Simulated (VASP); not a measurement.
Write the native input for VASP 6.6.1 that does the following.

- Task: single point
- Functional: PBE
- Potentials or basis: VASP PAW PBE potentials, release 64 (V_sv)
- Cutoff: 520 eV
- k mesh: 12 × 12 × 6
- Occupations: fermi-dirac, width 0.05 eV
- Spin: collinear spin, ferromagnetic start
- Starting moments: [2.0, 2.0] μB
- Dipole correction: no
- Further INCAR settings: ALGO = Normal; EDIFF = 1e-07; NBANDS = 24

The structure of V lies in POSCAR:

```
V
1.0
    2.6042941027      0.0000000000      0.0000000000
   -1.3021470513      2.2553848518      0.0000000000
    0.0000000000      0.0000000000      4.7233360000
V
2
Direct
    0.3333333333      0.6666666667      0.2500000000
    0.6666666667      0.3333333333      0.7500000000
```

These files were run (other wordings do the same):

INCAR

```
  ALGO = Normal
  EDIFF = 1E-7
  ENCUT = 520
  GGA = PE
  ISIF = 2
  ISMEAR = -1
  ISPIN = 2
  LASPH = True
  LCHARG = False
  LMAXMIX = 4
  LORBIT = 11
  LREAL = False
  LWAVE = False
  MAGMOM = 2 2
  NBANDS = 24
  NELM = 150
  PREC = Accurate
  SIGMA = 0.05
```

KPOINTS

```
k-points
0
Gamma
  12 12 6
```

Potentials or basis: VASP PAW PBE potentials, release 64 (V_sv).

The run is started by

```console
$ cat potpaw_PBE.64/V_sv/POTCAR > POTCAR
$ mpirun -np 1 vasp_std > vasp.out
```

It gave:

* Pressure: -0.3 GPa
* Band gap on the k mesh: zero (filled and empty bands overlap)
* Net moment: 0.00 μB per cell
* Valence electrons inside the program's atomic spheres: V 11.63

Wall time 2.4 min on 1 thread of AMD EPYC 7R13, on a shared host, peak memory 0.16 GiB.
